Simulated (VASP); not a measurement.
# Li4Si (Im-3m) in VASP: notebook

Runs on Li4Si. Level: PBE. Tasks: single point, relaxation of cell and atoms.

Everything below comes from runs of VASP 6.6.1. Logs are shortened: lines on timing, memory, paths and dates and some standing lists are left out, and cuts for length are marked.

**1. The cell of the first run**

The structure is cubic, space group Im-3m (No. 229). The conventional cell has a = 5.927 Å, b = 5.927 Å, c = 5.927 Å, α = 90.00°, β = 90.00°, γ = 90.00°. Within 3.4 Å of Li (site symmetry -3m) lie 2 Si at 2.57 Å and 6 Li at 2.96 Å. Si (site symmetry m-3m) has 8 Li at 2.57 Å within 3.4 Å.

**2. Single point, PBE**

The input, INCAR:

```
SYSTEM = Li4Si
  PREC = Accurate
  ENCUT = 520
  EDIFF = 1E-6
  ISMEAR = 0
  SIGMA = 0.02
  LREAL = .False.
  LASPH = .True.
  NELM = 100
  ALGO = Normal
  ISIF = 2
  LWAVE = .False.
  LCHARG = .True.
  GGA = PE
  LELF = .True.
  LVHAR = .True.
  NBANDS = 16
```

The input, KPOINTS:

```
Automatic mesh
0
Gamma
  8 8 8
  0 0 0
```

The input, POSCAR:

```
Li4Si
1.0
   -2.9632886178      2.9632886178      2.9632886178
    2.9632886178     -2.9632886178      2.9632886178
    2.9632886178      2.9632886178     -2.9632886178
Li Si
4 1
Direct
    0.5000000000      0.5000000000      0.5000000000
    0.0000000000      0.0000000000      0.5000000000
    0.0000000000      0.5000000000      0.0000000000
    0.5000000000      0.0000000000      0.0000000000
    0.0000000000      0.0000000000      0.0000000000
```

Potentials or basis: VASP PAW PBE potentials, release 64 (Li_sv, Si).

Started as:

```
cat potpaw_PBE.64/Li_sv/POTCAR potpaw_PBE.64/Si/POTCAR > POTCAR
mpirun -np 1 vasp_std > vasp.out
```

OUTCAR:

```text
SYSTEM = Li4Si
   PREC = Accurate
   ENCUT = 520
   EDIFF = 1E-6
   ISMEAR = 0
   LREAL = .False.
   LASPH = .True.
   NELM = 100
   ISIF = 2
   GGA = PE

 ion  position               nearest neighbor table
   1  0.500  0.500  0.500-   5 2.57   5 2.57
   2  0.000  0.000  0.500-   5 2.57   5 2.57
   3  0.000  0.500  0.000-   5 2.57   5 2.57
   4  0.500  0.000  0.000-   5 2.57   5 2.57
   5  0.000  0.000  0.000-   1 2.57   2 2.57   3 2.57   4 2.57   2 2.57   3 2.57   4 2.57   1 2.57

  LATTYP: Found a body centered cubic cell.
 ALAT       =     5.9265772356

  Lattice vectors:

 A1 = (  -2.9632886178,   2.9632886178,   2.9632886178)
 A2 = (   2.9632886178,  -2.9632886178,   2.9632886178)
 A3 = (   2.9632886178,   2.9632886178,  -2.9632886178)

Analysis of symmetry for initial positions (statically):
=====================================================================
 Subroutine PRICEL returns:
 Original cell was already a primitive cell.

 Routine SETGRP: Setting up the symmetry group for a
 body centered cubic supercell.

 Subroutine GETGRP returns: Found 48 space group operations
 (whereof 48 operations were pure point group operations)
 out of a pool of 48 trial point group operations.

The static configuration has the point symmetry O_h .

Analysis of symmetry for dynamics (positions and initial velocities):
=====================================================================
 Subroutine PRICEL returns:
 Original cell was already a primitive cell.

 Routine SETGRP: Setting up the symmetry group for a
 body centered cubic supercell.

 Subroutine GETGRP returns: Found 48 space group operations
 (whereof 48 operations were pure point group operations)
 out of a pool of 48 trial point group operations.

The dynamic configuration has the point symmetry O_h .

 Subroutine INISYM returns: Found 48 space group operations
 (whereof 48 operations are pure point group operations),
 and found     1 'primitive' translations

----------------------------------------------------------------------------------------

                                     Primitive cell

  volume of cell :     104.0835

  direct lattice vectors                    reciprocal lattice vectors
    -2.963288618  2.963288618  2.963288618     0.000000000  0.168731455  0.168731455
     2.963288618 -2.963288618  2.963288618     0.168731455  0.000000000  0.168731455
     2.963288618  2.963288618 -2.963288618     0.168731455  0.168731455  0.000000000

  length of vectors
     5.132566444  5.132566444  5.132566444     0.238622312  0.238622312  0.238622312

  position of ions in fractional coordinates (direct lattice)
     0.500000000  0.500000000  0.500000000
     0.000000000  0.000000000  0.500000000
     0.000000000  0.500000000  0.000000000
     0.500000000  0.000000000  0.000000000
     0.000000000  0.000000000  0.000000000

  ion indices of the primitive-cell ions
   primitive index   ion index
                 1           1
                 2           2
                 3           3
                 4           4
                 5           5

----------------------------------------------------------------------------------------

 KPOINTS: Automatic mesh

Automatic generation of k-mesh.
 Grid dimensions read from file:
 generate k-points for:    8    8    8

 Generating k-lattice:

  Cartesian coordinates                     Fractional coordinates (reciprocal lattice)
     0.000000000  0.021091432  0.021091432     0.125000000  0.000000000  0.000000000
     0.021091432  0.000000000  0.021091432     0.000000000  0.125000000  0.000000000
     0.021091432  0.021091432  0.000000000     0.000000000  0.000000000  0.125000000

  Length of vectors
     0.029827789  0.029827789  0.029827789

  Shift w.r.t. Gamma in fractional coordinates (k-lattice)
     0.000000000  0.000000000  0.000000000

 Subroutine IBZKPT returns following result:
 ===========================================

 Found     29 irreducible k-points:

 Following reciprocal coordinates:
            Coordinates               Weight
  0.000000  0.000000  0.000000      1.000000
  0.125000  0.000000  0.000000     12.000000
  0.250000  0.000000  0.000000     12.000000
  0.375000  0.000000  0.000000     12.000000
  0.500000  0.000000  0.000000      6.000000
  0.125000  0.125000  0.000000     24.000000
[... 16 lines left out ...]
 -0.250000  0.250000  0.250000      6.000000
 -0.375000  0.375000  0.250000     24.000000
 [... further k-points ...]
   k-points           NKPTS =     29   k-points in BZ     NKDIM =     29   number of bands    NBANDS=     16
   number of dos      NEDOS =    301   number of ions     NIONS =      5
   total plane-waves  NPLWV =  64000
   dimension x,y,z NGX =    40 NGY =   40 NGZ =   40
   dimension x,y,z NGXF=    80 NGYF=   80 NGZF=   80
   ions per type =               4   1
   NGX,Y,Z   is equivalent  to a cutoff of  12.96, 12.96, 12.96 a.u.
   NGXF,Y,Z  is equivalent  to a cutoff of  25.91, 25.91, 25.91 a.u.
 SYSTEM =  Li4Si
   PREC   = accura    normal or accurate (medium, high low for compatibility)
   ISTART =      0    job   : 0-new  1-cont  2-samecut
   ICHARG =      2    charge: 1-file 2-atom 10-const
   ISPIN  =      1    spin polarized calculation?
   LNONCOLLINEAR =      F non collinear calculations
   LSORBIT =      F    spin-orbit coupling
   LASPH  =      T    aspherical Exc in radial PAW
   ENCUT  =  520.0 eV  38.22 Ry    6.18 a.u.   9.54  9.54  9.54*2*pi/ulx,y,z
   NELM   =    100;   NELMIN=  2; NELMDL= -5     # of ELM steps
   EDIFF  = 0.1E-05   stopping-criterion for ELM
   LREAL  =      F    real-space projection
   EDIFFG = 0.1E-04   stopping-criterion for IOM
   NSW    =      0    number of steps for IOM
   IBRION =     -1    ionic relax: 0-MD 1-quasi-New 2-CG
   NFREE  =      0    steps in history (QN), initial steepest desc. (CG)
   ISIF   =      2    stress and relaxation
   ISYM   =      2    0-nonsym 1-usesym 2-fastsym
   POTIM  = 0.5000    time-step for ionic-motion
   TEBEG  =    0.0;   TEEND  =   0.0 temperature during run
   PSTRESS=    0.0 pullay stress
   NELECT =      16.0000    total number of electrons
   NUPDOWN=      -1.0000    fix difference up-down
   EMIN   =  10.00;   EMAX   =-10.00  energy-range for DOS
   EFERMI =   0.00;   METHOD = LEGACY
   ISMEAR =     0;   SIGMA  =   0.02  broadening in eV -4-tet -1-fermi 0-gaus
   EFERMI_NEDOS =   21; number of points for ismear=-14 and -15
   IALGO  =     38    algorithm
   IMIX   =      4    mixing-type and parameters
     AMIX     =   0.40;   BMIX     =  1.00
     AMIX_MAG =   1.60;   BMIX_MAG =  1.00
  volume/ion in A,a.u.               =      20.82       140.48
  Fermi-wavevector in a.u.,A,eV,Ry     =   0.876976  1.657244 10.464055  0.769086
  Thomas-Fermi vector in A             =   1.996860
   LORBIT       =      0    0 simple, 1 ext, 2 COOP (PROOUT), +10 PAW based schemes
   GGA     = PE    functional components
   LHFCALC =     F    Hartree Fock is set to
   AEXX    =    0.0000 exact exchange contribution
   IVDW    =     0    specifies the selected vdW correction
   LEPSILON=     F    determine dielectric tensor
   LRPA    =     F    only Hartree local field effects (RPA)
 non-spin polarized calculation
 Gauss-broadening in eV      SIGMA  =   0.02
  energy-cutoff  :      520.00
  volume of cell :      104.08
 maximum number of plane-waves:      2824
 NGX is ok and might be reduce to    40
   NGX = 19   NGY = 19   NGZ = 19

 number of electron      16.0000002 magnetization

 Free energy of the ion-electron system (eV)
  ---------------------------------------------------
  ext. energy  EPLUGINS =         0.00000000
  ---------------------------------------------------
  free energy    TOTEN  =       -13.57210770 eV

  energy without entropy =      -13.57210770  energy(sigma->0) =      -13.57210770

 E-fermi :   0.7461     XC(G=0):  -7.2520

 val. band max:        0.5296749900   @ k =  -0.3750  -0.3750   0.1250
 cond. band min:       0.8697432335   @ k =   0.5000   0.5000   0.5000
 fundamental gap:      0.3400682435
 Fermi energy:         0.7461083767

 k-point     1 :       0.0000    0.0000    0.0000
  band No.  band energies     occupation
      1     -45.0124      2.00000
      2     -44.9941      2.00000
      3     -44.9941      2.00000
      4     -44.9941      2.00000
      5      -5.5641      2.00000
      6       0.3932      2.00000
[... 8 lines left out ...]
     15       6.7519      0.00000
     16       6.7519      0.00000

 k-point     2 :       0.1250    0.0000    0.0000
  band No.  band energies     occupation
      1     -45.0116      2.00000
      2     -44.9948      2.00000
      3     -44.9941      2.00000
      4     -44.9941      2.00000
      5      -5.5324      2.00000
      6      -0.0291      2.00000
[... 8 lines left out ...]
     15       6.8029      0.00000
     16       7.0347      0.00000

 k-point     3 :       0.2500    0.0000    0.0000
  band No.  band energies     occupation
      1     -45.0096      2.00000
      2     -44.9968      2.00000
      3     -44.9942      2.00000
      4     -44.9942      2.00000
      5      -5.4521      2.00000
      6      -0.6179      2.00000
[... 8 lines left out ...]
     15       7.4059      0.00000
     16       7.7452      0.00000

 k-point     4 :       0.3750    0.0000    0.0000
  band No.  band energies     occupation
      1     -45.0066      2.00000
      2     -44.9996      2.00000
      3     -44.9942      2.00000
      4     -44.9942      2.00000
      5      -5.3653      2.00000
      6      -1.0285      2.00000
[... 8 lines left out ...]
     15       7.1183      0.00000
     16       8.1150      0.00000

 k-point     5 :       0.5000    0.0000    0.0000
  band No.  band energies     occupation
      1     -45.0031      2.00000
      2     -45.0031      2.00000
      3     -44.9942      2.00000
      4     -44.9942      2.00000
      5      -5.3272      2.00000
      6      -1.1753      2.00000
[... 8 lines left out ...]
     15       7.2034      0.00000
     16       8.2404      0.00000

 k-point     6 :       0.1250    0.1250    0.0000
  band No.  band energies     occupation
      1     -45.0102      2.00000
      2     -44.9955      2.00000
      3     -44.9955      2.00000
      4     -44.9936      2.00000
      5      -5.4763      2.00000
      6      -0.4485      2.00000
[... 8 lines left out ...]
     15       6.9444      0.00000
     16       7.8851      0.00000
[... 267 lines left out ...]
 k-point    21 :      -0.3750   -0.3750    0.1250
  band No.  band energies     occupation
      1     -45.0018      2.00000
      2     -45.0017      2.00000
      3     -45.0017      2.00000
      4     -44.9894      2.00000
      5      -5.3174      2.00000
      6      -0.5962      2.00000
[... 8 lines left out ...]
     15       8.5892      0.00000
     16       8.5892      0.00000

 k-point    22 :       0.2500    0.2500    0.2500
  band No.  band energies     occupation
      1     -44.9987      2.00000
      2     -44.9987      2.00000
      3     -44.9987      2.00000
      4     -44.9987      2.00000
      5      -5.2665      2.00000
      6      -0.5454      2.00000
[... 8 lines left out ...]
     15       7.3729      0.00000
     16       7.3729      0.00000

 k-point    23 :      -0.2500    0.2500    0.2500
  band No.  band energies     occupation
      1     -45.0076      2.00000
      2     -44.9986      2.00000
      3     -44.9986      2.00000
      4     -44.9899      2.00000
      5      -5.3924      2.00000
      6      -0.7800      2.00000
[... 8 lines left out ...]
     15       8.2666      0.00000
     16       9.0998      0.00000

 k-point    24 :      -0.3750    0.3750    0.2500
  band No.  band energies     occupation
      1     -45.0055      2.00000
      2     -45.0006      2.00000
      3     -44.9999      2.00000
      4     -44.9886      2.00000
      5      -5.3497      2.00000
      6      -0.7943      2.00000
[... 8 lines left out ...]
     15       8.9200      0.00000
     16       9.5757      0.00000

 [... further k-points ...]

------------------------ aborting loop because EDIFF is reached ----------------------------------------

  FORCE on cell =-STRESS in cart. coord.  units (eV):
  Direction    XX          YY          ZZ          XY          YZ          ZX
  --------------------------------------------------------------------------------------
  -------------------------------------------------------------------------------------
  Total       -0.0112274     -0.0112274     -0.0112274      0.0000000     -0.0000000      0.0000000
  in kB       -0.1728260     -0.1728260     -0.1728260      0.0000000     -0.0000000      0.0000000
  external PRESSURE =      -0.1728260 kB  Pullay stress =       0.0000000 kB

 VOLUME and BASIS-vectors are now :
 -----------------------------------------------------------------------------
  energy-cutoff  :      520.00
  volume of cell :      104.08
      direct lattice vectors                 reciprocal lattice vectors
    -2.963288618  2.963288618  2.963288618     0.000000000  0.168731455  0.168731455
     2.963288618 -2.963288618  2.963288618     0.168731455  0.000000000  0.168731455
     2.963288618  2.963288618 -2.963288618     0.168731455  0.168731455  0.000000000

 POSITION                                       TOTAL-FORCE (eV/Angst)
 -----------------------------------------------------------------------------------
      1.48164      1.48164      1.48164        -0.000000      0.000000      0.000000
      1.48164      1.48164     -1.48164         0.000000     -0.000000     -0.000000
      1.48164     -1.48164      1.48164         0.000000     -0.000000      0.000000
     -1.48164      1.48164      1.48164         0.000000      0.000000     -0.000000
      0.00000      0.00000      0.00000        -0.000000     -0.000000     -0.000000
 -----------------------------------------------------------------------------------
    total drift:                                0.000000     -0.000000      0.000000

  FREE ENERGIE OF THE ION-ELECTRON SYSTEM (eV)
  ---------------------------------------------------
  free  energy   TOTEN  =       -13.5721076991 eV

  energy  without entropy=      -13.5721076991  energy(sigma->0) =      -13.57210770
```

Run time: 28 s. Hardware: 1 thread of Intel Xeon Platinum 8488C (Sapphire Rapids), shared host; peak memory 0.24 GiB.

What came out:

```yaml
Free_energy: -13.5721 eV
Band_gap_on_the_k_mesh: 0.34 eV, indirect (least direct gap 0.60 eV)
```

Levels at points of the mesh, in eV from the valence-band top:
```tsv
k point	band 5	band 6	band 7	band 8	band 9	band 10	band 11	band 12
(0.00, 0.00, 0.00)	-6.09	-0.14	-0.14	-0.14	1.21	3.80	3.80	3.80
(0.50, 0.00, 0.00)	-5.86	-1.71	-0.22	-0.06	1.25	3.24	4.13	4.79
(0.50, 0.50, 0.50)	-5.87	-0.26	-0.26	-0.26	0.34	0.34	5.45	5.45
```

Caveat: the cutoff is under 1.25 times the usual one of these potentials, so pressure, stress and relaxed cells hold a basis-set (Pulay) error. A k mesh can miss the band edges.

**3. Relaxation of cell and atoms, PBE**

This run uses another cell than the first one, of 20.75 Å³/atom, 0.997 times its volume.

The input, INCAR:

```
SYSTEM = Li4Si
PREC = Accurate
ENCUT = 600
EDIFF = 1E-6
ISMEAR = 0
SIGMA = 0.02
LREAL = .False.
LASPH = .True.
NELM = 100
ALGO = Normal
ISIF = 3
LWAVE = .False.
LCHARG = .False.
GGA = PE
IBRION = 2
NSW = 100
EDIFFG = -0.01
```

KPOINTS is that of step 2.

POSCAR: that of step 2 with these lines changed.

```diff
@@ -2,5 +2,5 @@
 1.0
-   -2.9632886178      2.9632886178      2.9632886178
-    2.9632886178     -2.9632886178      2.9632886178
-    2.9632886178      2.9632886178     -2.9632886178
+   -2.9600074364      2.9600074364      2.9600074364
+    2.9600074364     -2.9600074364      2.9600074364
+    2.9600074364      2.9600074364     -2.9600074364
 Li Si
```

Potentials or basis: VASP PAW PBE potentials, release 64 (Li_sv, Si).

Started as:

```
cat potpaw_PBE.64/Li_sv/POTCAR potpaw_PBE.64/Si/POTCAR > POTCAR
mpirun -np 1 vasp_std > vasp.out
```

Wall time 25 s (1 thread of Intel Xeon Platinum 8488C (Sapphire Rapids), shared host); peak memory 0.26 GiB.

The run converged. Its results:

```
Free energy             : -13.5715 eV
Pressure after relaxing : 0.0 GPa
Band gap on the k mesh  : 0.34 eV, indirect (least direct gap 0.59 eV)
```

Final structure:
```yaml
crystal:
  lattice:
    - [-2.96001, 2.96001, 2.96001]
    - [2.96001, -2.96001, 2.96001]
    - [2.96001, 2.96001, -2.96001]
  atoms:
    - { symbol: Li, position: [0.50000, 0.50000, 0.50000] }
    - { symbol: Li, position: [0.00000, 0.00000, 0.50000] }
    - { symbol: Li, position: [0.00000, 0.50000, 0.00000] }
    - { symbol: Li, position: [0.50000, 0.00000, 0.00000] }
    - { symbol: Si, position: [0.00000, 0.00000, 0.00000] }
```

Levels at points of the mesh, in eV from the valence-band top:
```
           k point  band 6  band 7  band 8  band 9  band 10  band 11
(0.00, 0.00, 0.00)   -0.14   -0.14   -0.14    1.22     3.80     3.80
(0.50, 0.00, 0.00)   -1.71   -0.22   -0.06    1.25     3.24     4.14
(0.50, 0.50, 0.50)   -0.25   -0.25   -0.25    0.34     0.34     5.46
```

Caveat: the cutoff is under 1.25 times the usual one of these potentials, so pressure, stress and relaxed cells hold a basis-set (Pulay) error; the relaxation stopped at its first step, so nothing moved. A k mesh can miss the band edges.
